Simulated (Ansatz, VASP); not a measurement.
## Two plane-wave programs on Sc

File INCAR:

```
SYSTEM = Sc
ALGO = Normal
EDIFF = 1E-6
ENCUT = 520
GGA = RE
ISIF = 2
ISMEAR = -1
LASPH = .True.
LCHARG = .False.
LREAL = .False.
LWAVE = .False.
NBANDS = 30
NELM = 100
PREC = Accurate
SIGMA = 0.1
```

File KPOINTS:

```
k-points
0
Gamma
  12 12 4
  0 0 0
```

POSCAR

```
Sc
1.0
    3.2821770793      0.0000000000      0.0000000000
   -1.6410885396      2.8424487304      0.0000000000
    0.0000000000      0.0000000000     10.4852914433
Sc
4
Direct
    0.0000000000      0.0000000000      1.0000000000
    0.0000000000      0.0000000000      0.5000000000
    0.3333333333      0.6666666667      0.2500000000
    0.6666666667      0.3333333333      0.7500000000
```

Input for Ansatz:

```yaml
crystal:
  lattice:
    - [3.2821770793, 0.0, 0.0]
    - [-1.6410885396, 2.8424487304, 0.0]
    - [0.0, 0.0, 10.4852914433]
  atoms:
    - { symbol: Sc, position: [0.0, 0.0, 1.0] }
    - { symbol: Sc, position: [0.0, 0.0, 0.5] }
    - { symbol: Sc, position: [0.3333333333, 0.6666666667, 0.25] }
    - { symbol: Sc, position: [0.6666666667, 0.3333333333, 0.75] }
hamiltonian:
  xc: revpbe
  pseudopotentials:
    kind: paw
    azcp:
      Sc: "pseudopotentials/Sc.paw.azcp"
basis:
  ecutwfc: 420
  fft_grid_basis: typed
kpoints:
  mp_grid: { grid: [12, 12, 4], shift: [0, 0, 0] }
magnetization:
  spin_polarized: false
scf:
  occupations: { method: fermi_dirac, width: 0.1 }
  lower_state_search: "off"
output:
  stress: true
```

Alike in both runs: task single point; functional revPBE; k mesh 12 × 12 × 4; occupations fermi-dirac, width 0.1 eV; no spin polarisation.

|  | VASP | Ansatz |
| --- | --- | --- |
| version | VASP 6.6.1 | Ansatz 0.2.0 |
| potentials or method | VASP PAW PBE potentials, release 64 (Sc_sv), cutoff 520 eV | plane waves (420 eV) with PAW, scalar-relativistic |
| valence electrons in the cell | 44 | 44 |

|  | VASP | Ansatz | Ansatz less VASP |
| --- | --- | --- | --- |
| pressure (GPa) | 2.2 | 2.2 | -0.03 |

VASP's potentials were made for PBE, not for revPBE.
